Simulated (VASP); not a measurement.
A run of VASP 6.6.1 is set up as follows.

Contents of INCAR:

```
SYSTEM = B
  ALGO = Normal
  EDIFF = 1E-7
  ENCUT = 520
  GGA = PE
  ISIF = 2
  ISMEAR = 0
  LASPH = .TRUE.
  LCHARG = .FALSE.
  LREAL = .FALSE.
  LWAVE = .FALSE.
  NBANDS = 8
  NELM = 80
  PREC = Accurate
  SIGMA = 0.1
```

The input KPOINTS:

```
k-points
0
G
  24 24 34
  0 0 0
```

File POSCAR:

```
B
1.0
    2.3466896260      0.0000000000      0.0000000000
    0.0000000000      2.3466896260      0.0000000000
    0.0000000000      0.0000000000      1.5857769607
B
1
Direct
    0.5000000000      0.5000000000      0.5000000000
```

Potentials or basis: VASP PAW PBE potentials, release 64 (B).

Run with:

```bash
$ cat potpaw_PBE.64/B/POTCAR > POTCAR
$ mpirun -np 1 vasp_std > vasp.out
```

Problem. Predict the pressure.

Solution. -0.1 GPa.

Problem. What does it give for the band gap on the k mesh?

Solution. Zero (an odd number of electrons rules out a gap without spin polarisation).
